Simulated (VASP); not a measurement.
# BAs (F-43m) in VASP: a series of runs

BAs is run at these levels: PBEsol, PBE; tasks: single point.

Program: VASP 6.6.1. These are calculated values, not measurements. Logs are shortened: lines on timing, memory, paths and dates and some standing lists are left out, and cuts for length are marked.

## Step 1: The cell of the first run

It takes space group F-43m (No. 216, cubic). The conventional cell has a = 4.809 Å, b = 4.809 Å, c = 4.809 Å, α = 90.00°, β = 90.00°, γ = 90.00°. B (site symmetry -43m) has 4 As at 2.08 Å within 2.8 Å. As (site symmetry -43m) has 4 B at 2.08 Å within 2.8 Å.

## Step 2: Single point, PBEsol

INCAR

```
SYSTEM = BAs
ALGO = Normal
EDIFF = 1E-6
ENCUT = 500
GGA = PS
GGA_COMPAT = .FALSE.
ISIF = 2
ISMEAR = 0
LASPH = .TRUE.
LCHARG = .TRUE.
LELF = .TRUE.
LREAL = .FALSE.
LVHAR = .TRUE.
LWAVE = .FALSE.
NBANDS = 11
NELM = 120
PREC = Accurate
SIGMA = 0.02
```

KPOINTS

```
k-points
0
G
  10 10 10
  0 0 0
```

POSCAR

```
BAs
1.0
    0.0000000000      2.4046158453      2.4046158453
    2.4046158453      0.0000000000      2.4046158453
    2.4046158453      2.4046158453      0.0000000000
B As
1 1
Direct
    0.0000000000      0.0000000000      0.0000000000
    0.2500000000      0.2500000000      0.2500000000
```

Potentials or basis: VASP PAW PBE potentials, release 64 (B, As).

Run with:

```
$ cat potpaw_PBE.64/B/POTCAR potpaw_PBE.64/As/POTCAR > POTCAR
$ mpirun -np 1 vasp_std > vasp.out
```

OUTCAR:

```text
SYSTEM = BAs
   EDIFF = 1E-6
   ENCUT = 500
   GGA = PS
   ISIF = 2
   ISMEAR = 0
   LASPH = .TRUE.
   LREAL = .FALSE.
   NELM = 120
   PREC = Accurate

 ion  position               nearest neighbor table
   1  0.000  0.000  0.000-   2 2.08   2 2.08   2 2.08   2 2.08
   2  0.250  0.250  0.250-   1 2.08   1 2.08   1 2.08   1 2.08

  LATTYP: Found a face centered cubic cell.
 ALAT       =     4.8092316906

  Lattice vectors:

 A1 = (   0.0000000000,   2.4046158453,   2.4046158453)
 A2 = (   2.4046158453,   0.0000000000,   2.4046158453)
 A3 = (   2.4046158453,   2.4046158453,   0.0000000000)

Analysis of symmetry for initial positions (statically):
=====================================================================
 Subroutine PRICEL returns:
 Original cell was already a primitive cell.

 Routine SETGRP: Setting up the symmetry group for a
 face centered cubic supercell.

 Subroutine GETGRP returns: Found 24 space group operations
 (whereof 24 operations were pure point group operations)
 out of a pool of 48 trial point group operations.

The static configuration has the point symmetry T_d .

Analysis of symmetry for dynamics (positions and initial velocities):
=====================================================================
 Subroutine PRICEL returns:
 Original cell was already a primitive cell.

 Routine SETGRP: Setting up the symmetry group for a
 face centered cubic supercell.

 Subroutine GETGRP returns: Found 24 space group operations
 (whereof 24 operations were pure point group operations)
 out of a pool of 48 trial point group operations.

The dynamic configuration has the point symmetry T_d .

 Subroutine INISYM returns: Found 24 space group operations
 (whereof 24 operations are pure point group operations),
 and found     1 'primitive' translations

----------------------------------------------------------------------------------------

                                     Primitive cell

  volume of cell :      27.8078

  direct lattice vectors                    reciprocal lattice vectors
     0.000000000  2.404615845  2.404615845    -0.207933421  0.207933421  0.207933421
     2.404615845  0.000000000  2.404615845     0.207933421 -0.207933421  0.207933421
     2.404615845  2.404615845  0.000000000     0.207933421  0.207933421 -0.207933421

  length of vectors
     3.400640341  3.400640341  3.400640341     0.360151251  0.360151251  0.360151251

  position of ions in fractional coordinates (direct lattice)
     0.000000000  0.000000000  0.000000000
     0.250000000  0.250000000  0.250000000

  ion indices of the primitive-cell ions
[... 85 lines left out ...]
   PSTRESS=    0.0 pullay stress
   NELECT =       8.0000    total number of electrons
   NUPDOWN=      -1.0000    fix difference up-down
   EMIN   =  10.00;   EMAX   =-10.00  energy-range for DOS
   EFERMI =   0.00;   METHOD = LEGACY
   ISMEAR =     0;   SIGMA  =   0.02  broadening in eV -4-tet -1-fermi 0-gaus
   EFERMI_NEDOS =   21; number of points for ismear=-14 and -15
   IALGO  =     38    algorithm
   IMIX   =      4    mixing-type and parameters
     AMIX     =   0.40;   BMIX     =  1.00
     AMIX_MAG =   1.60;   BMIX_MAG =  1.00
  volume/ion in A,a.u.               =      13.90        93.83
  Fermi-wavevector in a.u.,A,eV,Ry     =   1.080726  2.042277 15.891193  1.167970
  Thomas-Fermi vector in A             =   2.216725
   LORBIT       =      0    0 simple, 1 ext, 2 COOP (PROOUT), +10 PAW based schemes
   GGA     = PS    functional components
   LHFCALC =     F    Hartree Fock is set to
   AEXX    =    0.0000 exact exchange contribution
   IVDW    =     0    specifies the selected vdW correction
   LEPSILON=     F    determine dielectric tensor
   LRPA    =     F    only Hartree local field effects (RPA)
 non-spin polarized calculation
 Gauss-broadening in eV      SIGMA  =   0.02
  energy-cutoff  :      500.00
  volume of cell :       27.81
 maximum number of plane-waves:       725
 NGX is ok and might be reduce to    28
   NGX = 13   NGY = 13   NGZ = 13

 number of electron       8.0000000 magnetization

 Free energy of the ion-electron system (eV)
  ---------------------------------------------------
  ext. energy  EPLUGINS =         0.00000000
  ---------------------------------------------------
  free energy    TOTEN  =       -12.19912982 eV

  energy without entropy =      -12.19912982  energy(sigma->0) =      -12.19912982

 E-fermi :   6.0178     XC(G=0): -10.6455

 val. band max:        5.8235699752   @ k =   0.0000   0.0000   0.0000
 cond. band min:       6.9196513073   @ k =   0.4000   0.4000   0.0000
 fundamental gap:      1.0960813320
 Fermi energy:         6.0177642627

 k-point     1 :       0.0000    0.0000    0.0000
  band No.  band energies     occupation
      1      -9.4307      2.00000
      2       5.8236      2.00000
      3       5.8236      2.00000
      4       5.8236      2.00000
      5       9.0387      0.00000
      6       9.0387      0.00000
      7       9.0387      0.00000
      8      10.2509      0.00000
      9      15.0724      0.00000
     10      18.6717      0.00000
     11      18.6717      0.00000
[... 309 lines left out ...]
 k-point    24 :       0.4000    0.3000    0.0000
  band No.  band energies     occupation
      1      -6.8357      2.00000
      2      -0.5831      2.00000
      3       1.8973      2.00000
      4       2.3872      2.00000
      5       7.4401      0.00000
      6       9.1088      0.00000
      7      14.4826      0.00000
      8      14.7334      0.00000
      9      17.6367      0.00000
     10      21.2491      0.00000
     11      21.5337      0.00000

 [... further k-points ...]

------------------------ aborting loop because EDIFF is reached ----------------------------------------

  FORCE on cell =-STRESS in cart. coord.  units (eV):
  Direction    XX          YY          ZZ          XY          YZ          ZX
  --------------------------------------------------------------------------------------
  -------------------------------------------------------------------------------------
  Total       -0.4632071     -0.4632071     -0.4632071     -0.0000000     -0.0000000      0.0000000
  in kB      -26.6881606    -26.6881606    -26.6881606     -0.0000000     -0.0000000      0.0000000
  external PRESSURE =     -26.6881606 kB  Pullay stress =       0.0000000 kB

 VOLUME and BASIS-vectors are now :
 -----------------------------------------------------------------------------
  energy-cutoff  :      500.00
  volume of cell :       27.81
      direct lattice vectors                 reciprocal lattice vectors
     0.000000000  2.404615845  2.404615845    -0.207933421  0.207933421  0.207933421
     2.404615845  0.000000000  2.404615845     0.207933421 -0.207933421  0.207933421
     2.404615845  2.404615845  0.000000000     0.207933421  0.207933421 -0.207933421

 POSITION                                       TOTAL-FORCE (eV/Angst)
 -----------------------------------------------------------------------------------
      0.00000      0.00000      0.00000         0.000000      0.000000      0.000000
      1.20231      1.20231      1.20231        -0.000000     -0.000000     -0.000000
 -----------------------------------------------------------------------------------
    total drift:                               -0.000000     -0.000000     -0.000000

  FREE ENERGIE OF THE ION-ELECTRON SYSTEM (eV)
  ---------------------------------------------------
  free  energy   TOTEN  =       -12.1991298164 eV

  energy  without entropy=      -12.1991298164  energy(sigma->0) =      -12.19912982
```

Run time: 23 s. Hardware: 1 thread of Intel Xeon Platinum 8259CL at 2.50GHz (Skylake/Cascade Lake), shared host; peak memory 0.16 GiB.

Results:

| Property | Result |
| --- | --- |
| Free energy | -12.1991 eV |
| Pressure | -2.7 GPa |
| Band gap on the k mesh | 1.10 eV (least direct gap 3.22 eV) |

Levels at points of the mesh, in eV from the valence-band top:
| k point | band 1 | band 2 | band 3 | band 4 | band 5 | band 6 | band 7 | band 8 |
| --- | --- | --- | --- | --- | --- | --- | --- | --- |
| (0.00, 0.00, 0.00) | -15.25 | 0.00 | 0.00 | 0.00 | 3.22 | 3.22 | 3.22 | 4.43 |
| (0.50, 0.00, 0.00) | -12.44 | -8.69 | -1.79 | -1.79 | 2.54 | 4.70 | 4.70 | 8.67 |
| (0.50, 0.50, 0.00) | -11.16 | -8.42 | -4.02 | -4.02 | 1.33 | 1.36 | 11.15 | 11.15 |

Caveat: the PAW data sets were made with another functional, which shifts forces and pressure a little. A k mesh can miss the band edges.

## Step 3: Single point, PBE

INCAR

```
SYSTEM = BAs
ALGO     = Normal         ! electronic algorithm
EDIFF    = 1E-6           ! SCF threshold, eV
ENCUT    = 500            ! plane-wave cutoff, eV
GGA      = PE             ! functional
GGA_COMPAT= .False.      
ISIF     = 2              ! what is computed and relaxed
ISMEAR   = 0              ! smearing method
LASPH    = .True.         ! aspherical terms in the spheres
LCHARG   = .False.        ! write CHGCAR
LREAL    = .False.        ! projectors in reciprocal space
LWAVE    = .False.        ! write WAVECAR
NBANDS   = 11             ! bands
NELM     = 120            ! most SCF steps
PREC     = Accurate       ! precision mode
SIGMA    = 0.02           ! smearing width, eV
```

KPOINTS

```
k-points
0
Gamma
  10 10 10
  0 0 0
```

POSCAR is that of step 2.

Potentials or basis: VASP PAW PBE potentials, release 64 (B, As).

Run with:

```
$ cat potpaw_PBE.64/B/POTCAR potpaw_PBE.64/As/POTCAR > POTCAR
$ mpirun -np 1 vasp_std > vasp.out
```

OUTCAR:

```text
SYSTEM = BAs
   EDIFF = 1E-6
   ENCUT = 500
   GGA = PE
   ISIF = 2
   ISMEAR = 0
   LASPH = .True.
   LREAL = .False.
   NELM = 120
   PREC = Accurate

 ion  position               nearest neighbor table
   1  0.000  0.000  0.000-   2 2.08   2 2.08   2 2.08   2 2.08
   2  0.250  0.250  0.250-   1 2.08   1 2.08   1 2.08   1 2.08

  LATTYP: Found a face centered cubic cell.
 ALAT       =     4.8092316906

  Lattice vectors:

 A1 = (   0.0000000000,   2.4046158453,   2.4046158453)
 A2 = (   2.4046158453,   0.0000000000,   2.4046158453)
 A3 = (   2.4046158453,   2.4046158453,   0.0000000000)

Analysis of symmetry for initial positions (statically):
=====================================================================
 Subroutine PRICEL returns:
 Original cell was already a primitive cell.

 Routine SETGRP: Setting up the symmetry group for a
 face centered cubic supercell.

 Subroutine GETGRP returns: Found 24 space group operations
 (whereof 24 operations were pure point group operations)
 out of a pool of 48 trial point group operations.

The static configuration has the point symmetry T_d .

Analysis of symmetry for dynamics (positions and initial velocities):
[... 172 lines left out ...]
      4       5.9056      2.00000
      5       9.1570      0.00000
      6       9.1570      0.00000
      7       9.1570      0.00000
      8      10.3372      0.00000
      9      15.3914      0.00000
     10      18.7749      0.00000
     11      18.7749      0.00000
[... 309 lines left out ...]
 k-point    24 :       0.4000    0.3000    0.0000
  band No.  band energies     occupation
      1      -6.7241      2.00000
      2      -0.4984      2.00000
      3       2.0125      2.00000
      4       2.4921      2.00000
      5       7.6122      0.00000
      6       9.2937      0.00000
      7      14.5986      0.00000
      8      14.8422      0.00000
      9      17.7839      0.00000
     10      21.4665      0.00000
     11      21.6464      0.00000

 [... further k-points ...]

------------------------ aborting loop because EDIFF is reached ----------------------------------------

  FORCE on cell =-STRESS in cart. coord.  units (eV):
  Direction    XX          YY          ZZ          XY          YZ          ZX
  --------------------------------------------------------------------------------------
  -------------------------------------------------------------------------------------
  Total        0.1043854      0.1043854      0.1043854     -0.0000000      0.0000000      0.0000000
  in kB        6.0142743      6.0142743      6.0142743     -0.0000000      0.0000000      0.0000000
  external PRESSURE =       6.0142743 kB  Pullay stress =       0.0000000 kB

 VOLUME and BASIS-vectors are now :
 -----------------------------------------------------------------------------
  energy-cutoff  :      500.00
  volume of cell :       27.81
      direct lattice vectors                 reciprocal lattice vectors
     0.000000000  2.404615845  2.404615845    -0.207933421  0.207933421  0.207933421
     2.404615845  0.000000000  2.404615845     0.207933421 -0.207933421  0.207933421
     2.404615845  2.404615845  0.000000000     0.207933421  0.207933421 -0.207933421

 POSITION                                       TOTAL-FORCE (eV/Angst)
 -----------------------------------------------------------------------------------
      0.00000      0.00000      0.00000        -0.000000     -0.000000     -0.000000
      1.20231      1.20231      1.20231         0.000000      0.000000      0.000000
 -----------------------------------------------------------------------------------
    total drift:                               -0.000000     -0.000000     -0.000000

  FREE ENERGIE OF THE ION-ELECTRON SYSTEM (eV)
  ---------------------------------------------------
  free  energy   TOTEN  =       -11.4131622744 eV

  energy  without entropy=      -11.4131622744  energy(sigma->0) =      -11.41316227
```

It took 22 s on 1 thread of Intel Xeon Platinum 8259CL at 2.50GHz (Skylake/Cascade Lake), shared host; peak memory 0.16 GiB.

What came out:

```
Free energy            : -11.4132 eV
Pressure               : 0.6 GPa
Band gap on the k mesh : 1.20 eV (least direct gap 3.25 eV)
```

(Continued in part 2 of 2.)
